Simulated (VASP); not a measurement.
Write the native input for VASP 6.6.1 that does the following.

- Task: single point
- Functional: r2SCAN
- Potentials or basis: VASP PAW PBE potentials, release 64 (As)
- Cutoff: 520 eV
- k mesh: 20 × 20 × 20
- Occupations: gaussian, width 0.1 eV
- Spin: no spin polarisation
- Dipole correction: no
- Further INCAR settings: ALGO = Normal; EDIFF = 1e-06; NBANDS = 8

As:

```
As
1.0
     2.70546    0.00000    0.00000
     0.00000    2.70546    0.00000
     0.00000    0.00000    2.70546
As
1
Direct
  0.50000 0.50000 0.50000
```

The input as run:

POSCAR

```
As
1.0
    2.7054587715      0.0000000000      0.0000000000
    0.0000000000      2.7054587715      0.0000000000
    0.0000000000      0.0000000000      2.7054587715
As
1
Direct
    0.5000000000      0.5000000000      0.5000000000
```

INCAR.step1

```
PREC     = Accurate       # precision mode
ENCUT    = 520            # plane-wave cutoff, eV
ISMEAR   = 0              # smearing method
SIGMA    = 0.1            # smearing width, eV
LREAL    = False          # projectors in reciprocal space
LASPH    = True           # aspherical terms in the spheres
NELM     = 100            # most SCF steps
NBANDS   = 8              # bands
GGA      = PE             # functional
ALGO     = Normal         # electronic algorithm
EDIFF    = 1E-4           # SCF threshold, eV
LWAVE    = True           # write WAVECAR
LCHARG   = False          # write CHGCAR
```

INCAR.step2

```
PREC     = Accurate       # precision mode
ENCUT    = 520            # plane-wave cutoff, eV
EDIFF    = 1E-6           # SCF threshold, eV
ISMEAR   = 0              # smearing method
SIGMA    = 0.1            # smearing width, eV
LREAL    = False          # projectors in reciprocal space
LASPH    = True           # aspherical terms in the spheres
NELM     = 100            # most SCF steps
ALGO     = Normal         # electronic algorithm
ISIF     = 2              # what is computed and relaxed
LWAVE    = False          # write WAVECAR
LCHARG   = True           # write CHGCAR
METAGGA  = R2SCAN         # meta-GGA
LMIXTAU  = True         
LELF     = True           # ELF
LVHAR    = True         
NBANDS   = 8              # bands
ISTART   = 1
```

KPOINTS

```
Automatic mesh
0
Gamma
  20 20 20
```

Potentials or basis: VASP PAW PBE potentials, release 64 (As).

The run is started by

```console
$ cat potpaw_PBE.64/As/POTCAR > POTCAR
$ cp INCAR.step1 INCAR
$ mpirun -np 1 vasp_std > vasp.out
$ cp INCAR.step2 INCAR
$ mpirun -np 1 vasp_std > vasp.out
```

Results of the run:

* Pressure: 0.0 GPa

Caveat: the PAW data sets were made with another functional, which shifts forces and pressure a little.

Wall time 42 s on 1 thread of Intel(R) Xeon(R) 6975P-C (Granite Rapids), on a shared host, peak memory 0.15 GiB.
